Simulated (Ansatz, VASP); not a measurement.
Pb in VASP and in Ansatz

INCAR

```
PREC     = Accurate       # precision mode
ENCUT    = 520            # plane-wave cutoff, eV
EDIFF    = 1E-7           # SCF threshold, eV
ISMEAR   = -1             # smearing method
SIGMA    = 0.08           # smearing width, eV
LREAL    = False          # projectors in reciprocal space
LASPH    = True           # aspherical terms in the spheres
NELM     = 60             # most SCF steps
ALGO     = Normal         # electronic algorithm
ISIF     = 2              # what is computed and relaxed
LWAVE    = False          # write WAVECAR
LCHARG   = False          # write CHGCAR
GGA      = PS             # functional
NBANDS   = 13             # bands
```

Contents of KPOINTS:

```
Automatic mesh
0
Gamma
  13 13 13
```

Contents of POSCAR:

```
Pb
1.0
   -2.0184862782      2.0184862782      2.0184862782
    2.0184862782     -2.0184862782      2.0184862782
    2.0184862782      2.0184862782     -2.0184862782
Pb
1
Direct
    0.0000000000      0.0000000000      0.0000000000
```

Input for Ansatz:

```yaml
crystal:
  lattice:
    - [-2.0184862782, 2.0184862782, 2.0184862782]
    - [2.0184862782, -2.0184862782, 2.0184862782]
    - [2.0184862782, 2.0184862782, -2.0184862782]
  atoms:
    - { symbol: Pb, position: [0.0, 0.0, 0.0] }
kpoints:
  mp_grid: { grid: [13, 13, 13] }
scf:
  occupations: { method: fermi_dirac, width: 0.08 }
hamiltonian:
  xc: pbesol
  pseudopotentials: { kind: all_electron, lapw: { basis_error: 0.00025 } }
output:
  forces: true
  stress: true
  eigenvalues: true
```

Change from the starting cell: volume scaled by 1.06.

Alike in both runs: task single point; functional PBEsol; k mesh 13 × 13 × 13; occupations fermi-dirac, width 0.08 eV; no spin polarisation.

```csv
,VASP,Ansatz
version,VASP 6.6.1,Ansatz 0.2.0
potentials or method,"VASP PAW PBE potentials, release 64 (Pb_d), cutoff 520 eV","all-electron LAPW, scalar-relativistic"
```

```tsv
	VASP	Ansatz	Ansatz less VASP
pressure (GPa)	-3.6	-3.6	+0.07
```

VASP's potentials were made for PBE, not for PBEsol. Ansatz ran all-electron here, and VASP with PAW potentials.

Spin-orbit coupling is off throughout.
